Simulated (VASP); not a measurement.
# MnF2 (P4_2/mnm) in VASP: single point with PBE

Aim: the single point of MnF2 with PBE.

All numbers are computed with VASP 6.6.1; they aren't measurements. Logs are shortened: lines on timing, memory, paths and dates and some standing lists are left out, and cuts for length are marked.

## Step 1: The cell of the first run

Symmetry: P4_2/mnm, No. 136, tetragonal system. The conventional cell has a = 4.874 Å, b = 4.874 Å, c = 3.311 Å, α = 90.00°, β = 90.00°, γ = 90.00°. Mn (site symmetry mmm) has 6 F at 2.10 to 2.13 Å within 2.8 Å. Within 2.8 Å of F (site symmetry m2m) lie 3 Mn at 2.10 to 2.13 Å and 1 F at 2.68 Å.

## Step 2: Single point, PBE, collinear spin, ferromagnetic start

The input, INCAR:

```
  PREC = Accurate
  ENCUT = 520
  EDIFF = 1E-6
  ISMEAR = -1
  SIGMA = 0.1
  LREAL = F
  LASPH = T
  NELM = 150
  ALGO = Normal
  ISIF = 2
  LWAVE = F
  LCHARG = T
  ISPIN = 2
  MAGMOM = 4.5 4.5 0 0 0 0
  LORBIT = 11
  LMAXMIX = 4
  GGA = PE
  LELF = T
  LVHAR = T
  NBANDS = 40
```

The input, KPOINTS:

```
regular mesh
0
Gamma
  5 5 6
```

The input, POSCAR:

```
MnF2
1.0
    4.8738000000      0.0000000000      0.0000000000
    0.0000000000      4.8738000000      0.0000000000
    0.0000000000      0.0000000000      3.3107000000
Mn F
2 4
Direct
    0.0000000000      0.0000000000      0.0000000000
    0.5000000000      0.5000000000      0.5000000000
    0.3053000000      0.3053000000      0.0000000000
    0.1947000000      0.8053000000      0.5000000000
    0.6947000000      0.6947000000      0.0000000000
    0.8053000000      0.1947000000      0.5000000000
```

Potentials or basis: VASP PAW PBE potentials, release 64 (Mn_pv, F).

On the command line:

```
> cat potpaw_PBE.64/Mn_pv/POTCAR potpaw_PBE.64/F/POTCAR > POTCAR
> mpirun -np 1 vasp_std > vasp.out
```

OUTCAR:

```text
PREC = Accurate
   ENCUT = 520
   EDIFF = 1E-6
   ISMEAR = -1
   LREAL = F
   LASPH = T
   NELM = 150
   ISIF = 2
   ISPIN = 2
   LORBIT = 11
   GGA = PE

 ion  position               nearest neighbor table
   1  0.000  0.000  0.000-   3 2.10   5 2.10   4 2.13   6 2.13   4 2.13   6 2.13
   2  0.500  0.500  0.500-   4 2.10   6 2.10   5 2.13   3 2.13   3 2.13   5 2.13
   3  0.305  0.305  0.000-   1 2.10   2 2.13   2 2.13
   4  0.195  0.805  0.500-   2 2.10   1 2.13   1 2.13
   5  0.695  0.695  0.000-   1 2.10   2 2.13   2 2.13
   6  0.805  0.195  0.500-   2 2.10   1 2.13   1 2.13

  LATTYP: Found a simple tetragonal cell.
 ALAT       =     4.8738000000
 C/A-ratio  =     0.6792851574

  Lattice vectors:

 A1 = (   4.8738000000,   0.0000000000,   0.0000000000)
 A2 = (   0.0000000000,   4.8738000000,   0.0000000000)
 A3 = (   0.0000000000,   0.0000000000,   3.3107000000)

Analysis of symmetry for initial positions (statically):
=====================================================================
 Subroutine PRICEL returns:
 Original cell was already a primitive cell.

 Routine SETGRP: Setting up the symmetry group for a
 simple tetragonal supercell.

 Subroutine GETGRP returns: Found 16 space group operations
 (whereof  8 operations were pure point group operations)
 out of a pool of 16 trial point group operations.

The static configuration has the point symmetry D_2h.
 The point group associated with its full space group is D_4h.

Analysis of symmetry for dynamics (positions and initial velocities):
=====================================================================
 Subroutine PRICEL returns:
 Original cell was already a primitive cell.

 Routine SETGRP: Setting up the symmetry group for a
 simple tetragonal supercell.

 Subroutine GETGRP returns: Found 16 space group operations
 (whereof  8 operations were pure point group operations)
 out of a pool of 16 trial point group operations.

The dynamic configuration has the point symmetry D_2h.
 The point group associated with its full space group is D_4h.

Analysis of structural, dynamic, and magnetic symmetry:
=====================================================================
 Subroutine PRICEL returns:
 Original cell was already a primitive cell.

 Routine SETGRP: Setting up the symmetry group for a
 simple tetragonal supercell.

 Subroutine GETGRP returns: Found 16 space group operations
 (whereof  8 operations were pure point group operations)
 out of a pool of 16 trial point group operations.

The overall configuration has the point symmetry D_2h.
 The point group associated with its full space group is D_4h.

 Subroutine INISYM returns: Found 16 space group operations
 (whereof  8 operations are pure point group operations),
 and found     1 'primitive' translations

----------------------------------------------------------------------------------------

                                     Primitive cell

  volume of cell :      78.6421

  direct lattice vectors                    reciprocal lattice vectors
     4.873800000  0.000000000  0.000000000     0.205178711  0.000000000  0.000000000
     0.000000000  4.873800000  0.000000000     0.000000000  0.205178711  0.000000000
     0.000000000  0.000000000  3.310700000     0.000000000  0.000000000  0.302050926

  length of vectors
     4.873800000  4.873800000  3.310700000     0.205178711  0.205178711  0.302050926

  position of ions in fractional coordinates (direct lattice)
     0.000000000  0.000000000  0.000000000
     0.500000000  0.500000000  0.500000000
     0.305300000  0.305300000  0.000000000
     0.194700000  0.805300000  0.500000000
     0.694700000  0.694700000  0.000000000
     0.805300000  0.194700000  0.500000000

  ion indices of the primitive-cell ions
   primitive index   ion index
                 1           1
                 2           2
                 3           3
                 4           4
                 5           5
                 6           6

----------------------------------------------------------------------------------------

 KPOINTS: regular mesh

Automatic generation of k-mesh.
 Grid dimensions read from file:
 generate k-points for:    5    5    6

 Generating k-lattice:

  Cartesian coordinates                     Fractional coordinates (reciprocal lattice)
     0.041035742  0.000000000  0.000000000     0.200000000  0.000000000  0.000000000
     0.000000000  0.041035742  0.000000000     0.000000000  0.200000000  0.000000000
     0.000000000  0.000000000  0.050341821     0.000000000  0.000000000  0.166666667

  Length of vectors
     0.041035742  0.041035742  0.050341821

  Shift w.r.t. Gamma in fractional coordinates (k-lattice)
     0.000000000  0.000000000  0.000000000

 Subroutine IBZKPT returns following result:
 ===========================================

 Found     24 irreducible k-points:

 Following reciprocal coordinates:
            Coordinates               Weight
  0.000000  0.000000  0.000000      1.000000
  0.200000  0.000000  0.000000      4.000000
  0.400000  0.000000  0.000000      4.000000
  0.200000  0.200000  0.000000      4.000000
  0.400000  0.200000  0.000000      8.000000
  0.400000  0.400000  0.000000      4.000000
[... 16 lines left out ...]
  0.400000  0.200000  0.500000      8.000000
  0.400000  0.400000  0.500000      4.000000
   k-points           NKPTS =     24   k-points in BZ     NKDIM =     24   number of bands    NBANDS=     40
   number of dos      NEDOS =    301   number of ions     NIONS =      6
   total plane-waves  NPLWV =  36288
   dimension x,y,z NGX =    36 NGY =   36 NGZ =   28
   dimension x,y,z NGXF=    72 NGYF=   72 NGZF=   56
   ions per type =               2   4
   NGX,Y,Z   is equivalent  to a cutoff of  12.28, 12.28, 14.06 a.u.
   NGXF,Y,Z  is equivalent  to a cutoff of  24.56, 24.56, 28.12 a.u.
 SYSTEM =  unknown system
   PREC   = accura    normal or accurate (medium, high low for compatibility)
   ISTART =      0    job   : 0-new  1-cont  2-samecut
   ICHARG =      2    charge: 1-file 2-atom 10-const
   ISPIN  =      2    spin polarized calculation?
   LNONCOLLINEAR =      F non collinear calculations
   LSORBIT =      F    spin-orbit coupling
   LASPH  =      T    aspherical Exc in radial PAW
   ENCUT  =  520.0 eV  38.22 Ry    6.18 a.u.   9.06  9.06  6.16*2*pi/ulx,y,z
   NELM   =    150;   NELMIN=  2; NELMDL= -5     # of ELM steps
   EDIFF  = 0.1E-05   stopping-criterion for ELM
   LREAL  =      F    real-space projection
[... 7 lines left out ...]
   TEBEG  =    0.0;   TEEND  =   0.0 temperature during run
   PSTRESS=    0.0 pullay stress
   NELECT =      54.0000    total number of electrons
   NUPDOWN=      -1.0000    fix difference up-down
   EMIN   =  10.00;   EMAX   =-10.00  energy-range for DOS
   EFERMI =   0.00;   METHOD = LEGACY
   ISMEAR =    -1;   SIGMA  =   0.10  broadening in eV -4-tet -1-fermi 0-gaus
   EFERMI_NEDOS =   21; number of points for ismear=-14 and -15
   IALGO  =     38    algorithm
   IMIX   =      4    mixing-type and parameters
     AMIX     =   0.40;   BMIX     =  1.00
     AMIX_MAG =   1.60;   BMIX_MAG =  1.00
  volume/ion in A,a.u.               =      13.11        88.45
  Fermi-wavevector in a.u.,A,eV,Ry     =   1.444290  2.729312 28.381385  2.085973
  Thomas-Fermi vector in A             =   2.562601
   LORBIT       =     11    0 simple, 1 ext, 2 COOP (PROOUT), +10 PAW based schemes
   GGA     = PE    functional components
   LHFCALC =     F    Hartree Fock is set to
   AEXX    =    0.0000 exact exchange contribution
   IVDW    =     0    specifies the selected vdW correction
   LEPSILON=     F    determine dielectric tensor
   LRPA    =     F    only Hartree local field effects (RPA)
 spin polarized calculation
  energy-cutoff  :      520.00
  volume of cell :       78.64
 maximum number of plane-waves:      2138
   NGX = 19   NGY = 19   NGZ = 13

 number of electron      54.0000032 magnetization      10.0003207

 number of electron      54.0000032 magnetization       9.9999870

 Free energy of the ion-electron system (eV)
  ---------------------------------------------------
  ext. energy  EPLUGINS =         0.00000000
  ---------------------------------------------------
  free energy    TOTEN  =       -39.29925330 eV

  energy without entropy =      -39.29914999  energy(sigma->0) =      -39.29920165

 E-fermi :   4.0521     XC(G=0):  -9.7526

 val. band max:        3.4066102294   @ k =   0.0000   0.0000   0.0000
 cond. band min:       4.5290407021   @ k =   0.0000   0.0000   0.0000
 fundamental gap:      1.1224304727
 Fermi energy:         4.0520941195

 spin component 1

 k-point     1 :       0.0000    0.0000    0.0000
  band No.  band energies     occupation
      1     -46.7798      1.00000
      2     -46.7798      1.00000
      3     -46.7200      1.00000
      4     -46.7200      1.00000
      5     -46.7152      1.00000
      6     -46.7134      1.00000
[... 997 lines left out ...]
     38      12.1663      0.00000
     39      12.8430      0.00000
 Fermi energy:         4.0520941195

 spin component 2

 k-point     1 :       0.0000    0.0000    0.0000
  band No.  band energies     occupation
      1     -41.8201      1.00000
      2     -41.8201      1.00000
      3     -41.7487      1.00000
      4     -41.7487      1.00000
      5     -41.7387      1.00000
      6     -41.7360      1.00000
[... 997 lines left out ...]
     38      12.9367      0.00000
     39      13.6117      0.00000
 [bands above 39 left out]

------------------------ aborting loop because EDIFF is reached ----------------------------------------

  FORCE on cell =-STRESS in cart. coord.  units (eV):
  Direction    XX          YY          ZZ          XY          YZ          ZX
  --------------------------------------------------------------------------------------
  -------------------------------------------------------------------------------------
  Total        1.7525916      1.7525916      1.9844327      0.0000000      0.0000000      0.0000000
  in kB       35.7055788     35.7055788     40.4288811      0.0000000      0.0000000      0.0000000
  external PRESSURE =      37.2800129 kB  Pullay stress =       0.0000000 kB

 VOLUME and BASIS-vectors are now :
 -----------------------------------------------------------------------------
  energy-cutoff  :      520.00
  volume of cell :       78.64
      direct lattice vectors                 reciprocal lattice vectors
     4.873800000  0.000000000  0.000000000     0.205178711  0.000000000  0.000000000
     0.000000000  4.873800000  0.000000000     0.000000000  0.205178711  0.000000000
     0.000000000  0.000000000  3.310700000     0.000000000  0.000000000  0.302050926

 POSITION                                       TOTAL-FORCE (eV/Angst)
 -----------------------------------------------------------------------------------
      0.00000      0.00000      0.00000        -0.000000     -0.000000      0.000000
      2.43690      2.43690      1.65535        -0.000000     -0.000000      0.000000
      1.48797      1.48797      0.00000        -0.031132     -0.031132      0.000000
      0.94893      3.92487      1.65535         0.031132     -0.031132      0.000000
      3.38583      3.38583      0.00000         0.031132      0.031132     -0.000000
      3.92487      0.94893      1.65535        -0.031132      0.031132     -0.000000
 -----------------------------------------------------------------------------------
    total drift:                                0.000000      0.000000      0.000000

  FREE ENERGIE OF THE ION-ELECTRON SYSTEM (eV)
  ---------------------------------------------------
  free  energy   TOTEN  =       -39.2992533043 eV

  energy  without entropy=      -39.2991499870  energy(sigma->0) =      -39.29920165

 total charge

# of ion       s       p       d       tot
------------------------------------------
    1        0.164   6.146   4.949  11.260
    2        0.164   6.146   4.949  11.260
    3        1.735   4.368   0.000   6.103
    4        1.735   4.368   0.000   6.103
    5        1.735   4.368   0.000   6.103
    6        1.735   4.368   0.000   6.103
--------------------------------------------------
tot          7.268  29.762   9.899  46.930

 magnetization (x)

# of ion       s       p       d       tot
------------------------------------------
    1        0.024   0.021   4.544   4.590
    2        0.024   0.021   4.544   4.590
    3        0.009   0.081   0.000   0.090
    4        0.009   0.081   0.000   0.090
    5        0.009   0.081   0.000   0.090
    6        0.009   0.081   0.000   0.090
--------------------------------------------------
tot          0.083   0.369   9.088   9.540
```

Wall time 94 s (1 thread of Intel Xeon Platinum 8488C (Sapphire Rapids), shared host); peak memory 0.27 GiB.

What came out:

| Quantity | Value |
| --- | --- |
| Free energy | -39.2993 eV |
| Pressure | 3.7 GPa |
| Largest force | 0.044 eV/Å |
| Band gap on the k mesh | 1.12 eV, direct |
| Net moment | 10.00 μB per cell |
| Site moments | Mn +4.59; F +0.09 μB |
| Valence electrons inside the program's atomic spheres | Mn 11.26; F 6.10 |

Forces on the atoms (eV/Å):
```
Mn   0.000  0.000  0.000
Mn   0.000  0.000  0.000
F   -0.031 -0.031  0.000
F    0.031 -0.031  0.000
F    0.031  0.031  0.000
F   -0.031  0.031  0.000
```

Levels at points of the mesh, in eV from the valence-band top:
Spin up:
```tsv
k point	band 30	band 31	band 32	band 33	band 34	band 35
(0.00, 0.00, 0.00)	-0.56	-0.56	0.00	1.12	6.48	6.48
(0.00, 0.00, 0.50)	-1.24	-1.00	-1.00	5.72	5.72	9.58
```
Spin down:
```tsv
k point	band 20	band 21	band 22	band 23	band 24	band 25
(0.00, 0.00, 0.00)	-4.68	-4.68	-4.39	1.70	1.75	2.14
(0.00, 0.00, 0.50)	-5.30	-5.08	-5.08	2.15	2.15	2.25
```

Caveat: only a ferromagnetic start was run, and an antiferromagnetic order may lie lower in energy.
